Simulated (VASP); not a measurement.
Set up this calculation in VASP 6.6.1, as the native input.

| Item | Value |
| --- | --- |
| Task | electric field gradients |
| Functional | PBEsol |
| Potentials or basis | VASP PAW PBE potentials, release 64 (Al, As) |
| Cutoff | 400 eV |
| k mesh | 10 × 10 × 10 |
| Occupations | fermi-dirac, width 0.05 eV |
| Spin | no spin polarisation |
| Dipole correction | no |
| Further INCAR settings | ALGO = Normal; EDIFF = 1e-08; NBANDS = 11 |

The structure of AlAs lies in POSCAR:

```
AlAs
1.0
    0.0000000000      2.8304000000      2.8304000000
    2.8304000000      0.0000000000      2.8304000000
    2.8304000000      2.8304000000      0.0000000000
Al As
1 1
Direct
    0.0000000000      0.0000000000      0.0000000000
    0.7500000000      0.7500000000      0.7500000000
```

The input as run:

INCAR

```
ALGO     = Normal         # electronic algorithm
EDIFF    = 1E-8           # SCF threshold, eV
ENCUT    = 400            # plane-wave cutoff, eV
GGA      = PS             # functional
GGA_COMPAT= F            
ISIF     = 2              # what is computed and relaxed
ISMEAR   = -1             # smearing method
LASPH    = T              # aspherical terms in the spheres
LCHARG   = F              # write CHGCAR
LEFG     = T            
LREAL    = F              # projectors in reciprocal space
LWAVE    = F              # write WAVECAR
NBANDS   = 11             # bands
NELM     = 120            # most SCF steps
PREC     = Accurate       # precision mode
SIGMA    = 0.05           # smearing width, eV
```

KPOINTS

```
k-points
0
Gamma
  10 10 10
```

Potentials or basis: VASP PAW PBE potentials, release 64 (Al, As).

Launch:

```bash
$ cat potpaw_PBE.64/Al/POTCAR potpaw_PBE.64/As/POTCAR > POTCAR
$ mpirun -np 1 vasp_std > vasp.out
```

Results of the run:

```
Pressure               : 0.8 GPa
Band gap on the k mesh : 1.32 eV, indirect (least direct gap 1.98 eV)
```

Caveat: without QUAD_EFG the Cq values of the log hold for a quadrupole moment of 1 mb, not for the nuclei; the PAW data sets were made with another functional, which shifts forces and pressure a little.

It took 8.6 s on 1 thread of Intel(R) Xeon(R) 6975P-C (Granite Rapids), with other jobs on the host, peak memory 0.16 GiB.
